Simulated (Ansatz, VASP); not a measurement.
# SnPt3 in VASP and in Ansatz

Contents of INCAR:

```
SYSTEM = SnPt3
PREC = Accurate
ENCUT = 400
EDIFF = 1E-8
ISMEAR = -1
SIGMA = 0.05
LREAL = .False.
LASPH = .True.
NELM = 120
ALGO = Normal
ISIF = 2
LWAVE = .False.
LCHARG = .False.
LEFG = .True.
NBANDS = 30
GGA_COMPAT = .False.
```

KPOINTS

```
regular mesh
0
Gamma
  8 8 8
  0 0 0
```

POSCAR

```
SnPt3
1.0
    3.9459393189      0.0000000000      0.0000000000
    0.0000000000      3.9459393189      0.0000000000
    0.0000000000      0.0000000000      3.9459393189
Sn Pt
1 3
Direct
    0.0000000000      0.0000000000      0.0000000000
    0.0000000000      0.5000000000      0.5000000000
    0.5000000000      0.0000000000      0.5000000000
    0.5000000000      0.5000000000      0.0000000000
```

Input for Ansatz:

```yaml
crystal:
  lattice:
    - [3.9459393189, 0.0, 0.0]
    - [0.0, 3.9459393189, 0.0]
    - [0.0, 0.0, 3.9459393189]
  atoms:
    - { symbol: Sn, position: [0.0, 0.0, 0.0] }
    - { symbol: Pt, position: [0.0, 0.5, 0.5] }
    - { symbol: Pt, position: [0.5, 0.0, 0.5] }
    - { symbol: Pt, position: [0.5, 0.5, 0.0] }
kpoints:
  mp_grid: { grid: [8, 8, 8] }
scf:
  occupations: { method: fermi_dirac, width: 0.05 }
hamiltonian:
  xc: lda
  pseudopotentials: { kind: all_electron, datasets: crystal }
output:
  forces: true
  stress: true
  eigenvalues: true
  efg: { contact_densities: true }
```

Change from the starting cell: volume scaled by 0.96, crystal datasets.

Alike in both runs: task electric field gradients; functional LDA; k mesh 8 × 8 × 8; occupations fermi-dirac, width 0.05 eV; no spin polarisation.

|  | VASP | Ansatz |
| --- | --- | --- |
| version | VASP 6.6.1 | Ansatz 0.2.0 |
| potentials or method | VASP PAW LDA potentials, release 64 (Sn_d, Pt), cutoff 400 eV | all-electron PAW with datasets made for the crystal, scalar-relativistic |

Ansatz gave:

* pressure (GPa): 6.7
* size of Vzz on the site where it differs most (V/Å²): 173.2

Which values does VASP return?

Pressure (GPa): 7.6; size of Vzz on the site where it differs most (V/Å²): 154.5.

LDA's correlation is that of Perdew and Zunger in VASP and of Perdew and Wang (1992) in Ansatz. Ansatz ran all-electron here, and VASP with PAW potentials.

Neither program's run includes spin-orbit coupling.
